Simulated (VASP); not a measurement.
# CdTe (Pmmn) in VASP: single point with PBEsol

Aim: the single point of CdTe with PBEsol.

All numbers are computed with VASP 6.6.1; they aren't measurements. Logs are shortened: lines on timing, memory, paths and dates and some standing lists are left out, and cuts for length are marked.

### Step 1. The cell of the first run

It takes space group Pmmn (No. 59, orthorhombic). The conventional cell has a = 4.130 Å, b = 5.839 Å, c = 4.130 Å, α = 90.00°, β = 90.00°, γ = 90.00°. Cd (site symmetry mm2) has 6 Te at 2.91 to 2.93 Å within 3.8 Å. Te (site symmetry mm2) has 6 Cd at 2.91 to 2.93 Å within 3.8 Å.

### Step 2. Single point, PBEsol (S replaced by Te, lengths x 1.080, strained)

INCAR

```
SYSTEM = CdTe
ALGO = Normal
EDIFF = 1E-7
ENCUT = 520
GGA = PS
ISIF = 2
ISMEAR = 0
LASPH = .TRUE.
LCHARG = .FALSE.
LREAL = .FALSE.
LWAVE = .FALSE.
NBANDS = 26
NELM = 60
PREC = Accurate
SIGMA = 0.1
```

KPOINTS

```
k-points
0
G
  10 8 10
  0 0 0
```

POSCAR

```
CdTe
1.0
    4.1300711097      0.0000000000      0.0000000000
    0.0000000000      5.8389707771      0.0000000000
    0.0000000000      0.0000000000      4.1297193831
Cd Te
2 2
Direct
    0.5000000000      0.5000000000      0.2430260000
    0.0000000000      0.0000000000      0.7569740000
    0.5000000000      0.0000000000      0.2551630000
    0.0000000000      0.5000000000      0.7448370000
```

Potentials or basis: VASP PAW PBE potentials, release 64 (Cd, Te).

The run is started by

```bash
$ cat potpaw_PBE.64/Cd/POTCAR potpaw_PBE.64/Te/POTCAR > POTCAR
$ mpirun -np 1 vasp_std > vasp.out
```

OUTCAR:

```text
SYSTEM = CdTe
   EDIFF = 1E-7
   ENCUT = 520
   GGA = PS
   ISIF = 2
   ISMEAR = 0
   LASPH = .TRUE.
   LREAL = .FALSE.
   NELM = 60
   PREC = Accurate

 ion  position               nearest neighbor table
   1  0.500  0.500  0.243-   4 2.91   4 2.91   3 2.92   3 2.92   4 2.93   4 2.93
   2  0.000  0.000  0.757-   3 2.91   3 2.91   4 2.92   4 2.92   3 2.93   3 2.93
   3  0.500  0.000  0.255-   2 2.91   2 2.91   1 2.92   1 2.92   2 2.93   2 2.93
   4  0.000  0.500  0.745-   1 2.91   1 2.91   2 2.92   2 2.92   1 2.93   1 2.93

  LATTYP: Found a simple orthorhombic cell.
 ALAT       =     4.1297193831
 B/A-ratio  =     1.0000851696
 C/A-ratio  =     1.4138904452

  Lattice vectors:

 A1 = (   0.0000000000,   0.0000000000,   4.1297193831)
 A2 = (   4.1300711097,   0.0000000000,   0.0000000000)
 A3 = (   0.0000000000,   5.8389707771,   0.0000000000)

Analysis of symmetry for initial positions (statically):
=====================================================================
 Subroutine PRICEL returns:
 Original cell was already a primitive cell.

 Routine SETGRP: Setting up the symmetry group for a
 simple orthorhombic supercell.

 Subroutine GETGRP returns: Found  8 space group operations
 (whereof  4 operations were pure point group operations)
 out of a pool of  8 trial point group operations.

The static configuration has the point symmetry C_2v.
 The point group associated with its full space group is D_2h.

Analysis of symmetry for dynamics (positions and initial velocities):
=====================================================================
 Subroutine PRICEL returns:
 Original cell was already a primitive cell.

 Routine SETGRP: Setting up the symmetry group for a
 simple orthorhombic supercell.

 Subroutine GETGRP returns: Found  8 space group operations
 (whereof  4 operations were pure point group operations)
 out of a pool of  8 trial point group operations.

The dynamic configuration has the point symmetry C_2v.
 The point group associated with its full space group is D_2h.

 Subroutine INISYM returns: Found  8 space group operations
 (whereof  4 operations are pure point group operations),
 and found     1 'primitive' translations

----------------------------------------------------------------------------------------

                                     Primitive cell

  volume of cell :      99.5897

[... 91 lines left out ...]
   NELM   =     60;   NELMIN=  2; NELMDL= -5     # of ELM steps
   EDIFF  = 0.1E-06   stopping-criterion for ELM
   LREAL  =      F    real-space projection
   EDIFFG = 0.1E-05   stopping-criterion for IOM
   NSW    =      0    number of steps for IOM
   IBRION =     -1    ionic relax: 0-MD 1-quasi-New 2-CG
   NFREE  =      0    steps in history (QN), initial steepest desc. (CG)
   ISIF   =      2    stress and relaxation
   ISYM   =      2    0-nonsym 1-usesym 2-fastsym
   POTIM  = 0.5000    time-step for ionic-motion
   TEBEG  =    0.0;   TEEND  =   0.0 temperature during run
   PSTRESS=    0.0 pullay stress
   NELECT =      36.0000    total number of electrons
   NUPDOWN=      -1.0000    fix difference up-down
   EMIN   =  10.00;   EMAX   =-10.00  energy-range for DOS
   EFERMI =   0.00;   METHOD = LEGACY
   ISMEAR =     0;   SIGMA  =   0.10  broadening in eV -4-tet -1-fermi 0-gaus
   EFERMI_NEDOS =   21; number of points for ismear=-14 and -15
   IALGO  =     38    algorithm
   IMIX   =      4    mixing-type and parameters
     AMIX     =   0.40;   BMIX     =  1.00
     AMIX_MAG =   1.60;   BMIX_MAG =  1.00
  volume/ion in A,a.u.               =      24.90       168.02
  Fermi-wavevector in a.u.,A,eV,Ry     =   1.166194  2.203787 18.504044  1.360009
  Thomas-Fermi vector in A             =   2.302710
   LORBIT       =      0    0 simple, 1 ext, 2 COOP (PROOUT), +10 PAW based schemes
   GGA     = PS    functional components
   LHFCALC =     F    Hartree Fock is set to
   AEXX    =    0.0000 exact exchange contribution
   IVDW    =     0    specifies the selected vdW correction
   LEPSILON=     F    determine dielectric tensor
   LRPA    =     F    only Hartree local field effects (RPA)
 non-spin polarized calculation
 Gauss-broadening in eV      SIGMA  =   0.10
  energy-cutoff  :      520.00
  volume of cell :       99.59
 maximum number of plane-waves:      2701
 NGX is ok and might be reduce to    32
   NGX = 15   NGY = 21   NGZ = 15

 number of electron      35.9999995 magnetization

 Free energy of the ion-electron system (eV)
  ---------------------------------------------------
  ext. energy  EPLUGINS =         0.00000000
  ---------------------------------------------------
  free energy    TOTEN  =       -10.34724028 eV

  energy without entropy =      -10.33848576  energy(sigma->0) =      -10.34286302

 E-fermi :   5.2307     XC(G=0): -10.5140

 val. band max:        5.2303092953   @ k =   0.5000   0.3750   0.0000
 cond. band min:       5.2380899103   @ k =   0.0000   0.3750   0.5000
 fundamental gap:      0.0077806150
 Fermi energy:         5.2307078220

 k-point     1 :       0.0000    0.0000    0.0000
  band No.  band energies     occupation
      1      -7.2958      2.00000
      2      -6.1877      2.00000
      3      -3.4227      2.00000
      4      -3.3666      2.00000
      5      -3.3634      2.00000
      6      -3.3158      2.00000
[... 685 lines left out ...]
     25      11.2297      0.00000
     26      11.2297      0.00000

 [... further k-points ...]

------------------------ aborting loop because EDIFF is reached ----------------------------------------

  FORCE on cell =-STRESS in cart. coord.  units (eV):
  Direction    XX          YY          ZZ          XY          YZ          ZX
  --------------------------------------------------------------------------------------
  -------------------------------------------------------------------------------------
  Total        3.6058377      3.7247569      3.6054704      0.0000000      0.0000000      0.0000000
  in kB       58.0099358     59.9230820     58.0040268      0.0000000      0.0000000      0.0000000
  external PRESSURE =      58.6456816 kB  Pullay stress =       0.0000000 kB

 VOLUME and BASIS-vectors are now :
 -----------------------------------------------------------------------------
  energy-cutoff  :      520.00
  volume of cell :       99.59
      direct lattice vectors                 reciprocal lattice vectors
     4.130071110  0.000000000  0.000000000     0.242126582  0.000000000  0.000000000
     0.000000000  5.838970777  0.000000000     0.000000000  0.171263060  0.000000000
     0.000000000  0.000000000  4.129719383     0.000000000  0.000000000  0.242147204

 POSITION                                       TOTAL-FORCE (eV/Angst)
 -----------------------------------------------------------------------------------
      2.06504      2.91949      1.00363         0.000000      0.000000      0.012707
      0.00000      0.00000      3.12609         0.000000      0.000000     -0.012707
      2.06504      0.00000      1.05375         0.000000      0.000000      0.004434
      0.00000      2.91949      3.07597         0.000000      0.000000     -0.004434
 -----------------------------------------------------------------------------------
    total drift:                                0.000000     -0.000000      0.000000

  FREE ENERGIE OF THE ION-ELECTRON SYSTEM (eV)
  ---------------------------------------------------
  free  energy   TOTEN  =       -10.3472402794 eV

  energy  without entropy=      -10.3384857596  energy(sigma->0) =      -10.34286302
```

OSZICAR:

```text
N       E                     dE             d eps       ncg     rms          rms(c)
DAV:   1     0.227170850887E+03    0.22717E+03   -0.16819E+04  9360   0.126E+03
DAV:   2    -0.637661869584E+00   -0.22781E+03   -0.22039E+03 10168   0.306E+02
DAV:   3    -0.107669911722E+02   -0.10129E+02   -0.10016E+02 11292   0.653E+01
DAV:   4    -0.108745073113E+02   -0.10752E+00   -0.10737E+00 10984   0.567E+00
DAV:   5    -0.108763425549E+02   -0.18352E-02   -0.18352E-02 10858   0.705E-01    0.105E+01
DAV:   6    -0.103769051051E+02    0.49944E+00   -0.10796E+00 10038   0.115E+01    0.829E+00
DAV:   7    -0.103514676404E+02    0.25437E-01   -0.34823E-01 10604   0.324E+00    0.247E+00
DAV:   8    -0.103475993015E+02    0.38683E-02   -0.42895E-02  9872   0.216E+00    0.781E-01
DAV:   9    -0.103473576765E+02    0.24163E-03   -0.45130E-03 10376   0.697E-01    0.140E-01
DAV:  10    -0.103472364064E+02    0.12127E-03   -0.54709E-04 10120   0.266E-01    0.284E-02
DAV:  11    -0.103472427252E+02   -0.63188E-05   -0.10037E-04 11346   0.741E-02    0.296E-02
DAV:  12    -0.103472405756E+02    0.21496E-05   -0.18774E-05  9822   0.434E-02    0.968E-03
DAV:  13    -0.103472403183E+02    0.25730E-06   -0.18102E-06  9864   0.112E-02    0.114E-02
DAV:  14    -0.103472402794E+02    0.38942E-07   -0.23640E-07  8076   0.422E-03
   1 F= -.10347240E+02 E0= -.10342863E+02  d E =-.875452E-02
```

stdout:

```text
POSCAR found type information on POSCAR CdTe
 POSCAR found :  2 types and       4 ions
 scaLAPACK will be used
 -----------------------------------------------------------------------------
|                                                                             |
|                                                                             |
|     You enforced a specific xc type in the INCAR file but a different       |
|     I HOPE YOU KNOW WHAT YOU ARE DOING!                                     |
|                                                                             |
 -----------------------------------------------------------------------------

 LDA part: xc-table for (Slater+PW92), standard interpolation
 POSCAR, INCAR and KPOINTS ok, starting setup
 FFT: planning ... GRIDC
 FFT: planning ... GRID_SOFT
 FFT: planning ... GRID
 WAVECAR not read
 entering main loop
```

It took 5.3 min on 1 thread of Intel Xeon Platinum 8259CL at 2.50GHz (Skylake/Cascade Lake), shared host; peak memory 0.51 GiB.

Results:

| Item | Value |
| --- | --- |
| Free energy | -10.3472 eV |
| Pressure | 5.9 GPa |
| Largest force | 0.013 eV/Å |
| Band gap on the k mesh | zero (bands 18 and 19 overlap by 1.57 eV) |

Forces in eV/Å, atoms in the order of the input:
```
Cd   0.000  0.000  0.013
Cd   0.000  0.000 -0.013
Te   0.000  0.000  0.004
Te   0.000  0.000 -0.004
```

Levels at points of the mesh, in eV from the Fermi level:
```
           k point  band 15  band 16  band 17  band 18  band 19  band 20  band 21  band 22
(0.00, 0.00, 0.00)    -2.56    -1.43    -0.59    -0.59    -0.58     0.96     3.93     7.12
(0.50, 0.00, 0.00)    -2.91    -2.91    -0.21    -0.21     2.65     2.65     4.82     4.82
(0.00, 0.50, 0.00)    -1.64    -1.64    -1.64    -1.64     1.57     1.57     4.79     4.79
(0.50, 0.50, 0.00)     0.04     0.04     0.04     0.04     2.58     2.58     3.84     3.84
(0.00, 0.00, 0.50)    -2.92    -2.90    -0.22    -0.19     2.64     2.67     4.78     4.86
(0.50, 0.00, 0.50)    -2.57    -2.57    -2.56    -2.56    -1.42    -1.42     3.93     3.93
(0.00, 0.50, 0.50)     0.04     0.04     0.04     0.04     2.58     2.58     3.83     3.83
(0.50, 0.50, 0.50)    -3.92    -3.92    -3.91    -3.91     2.77     2.77     4.85     4.85
```

Caveat: the cell differs from its parent crystal (S replaced by Te, lengths x 1.080, strained); the cell stands under pressure; the PAW data sets were made with another functional, which shifts forces and pressure a little; spin-orbit coupling is left out, which moves the levels of the heavy elements.
